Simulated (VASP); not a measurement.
Input of a VASP 6.6.1 run:

File INCAR:

```
PREC = Accurate
ENCUT = 520
EDIFF = 1E-6
ISMEAR = -1
SIGMA = 0.05
LREAL = False
LASPH = True
NELM = 150
ALGO = Normal
ISIF = 2
LWAVE = False
LCHARG = True
ISPIN = 2
MAGMOM = 0 3.2
LORBIT = 11
LMAXMIX = 4
LELF = True
LVHAR = True
NBANDS = 16
```

KPOINTS

```
regular mesh
0
Gamma
  11 11 11
```

File POSCAR:

```
BeCo
1.0
    2.7063279259      0.0000000000      0.0000000000
    0.0000000000      2.7063279259      0.0000000000
    0.0000000000      0.0000000000      2.7063279259
Be Co
1 1
Direct
    0.0000000000      0.0000000000      0.0000000000
    0.5000000000      0.5000000000      0.5000000000
```

Potentials or basis: VASP PAW LDA potentials, release 64 (Be, Co).

Run with:

```console
$ cat potpaw_LDA.64/Be/POTCAR potpaw_LDA.64/Co/POTCAR > POTCAR
$ mpirun -np 1 vasp_std > vasp.out
```

(1) Estimate the net moment.

(2) Estimate the site moments.

(3) What does it give for the pressure?

## Answers

(1) 0.42 μB per cell.

(2) Be -0.02; Co +0.45 μB.

(3) -29.4 GPa.
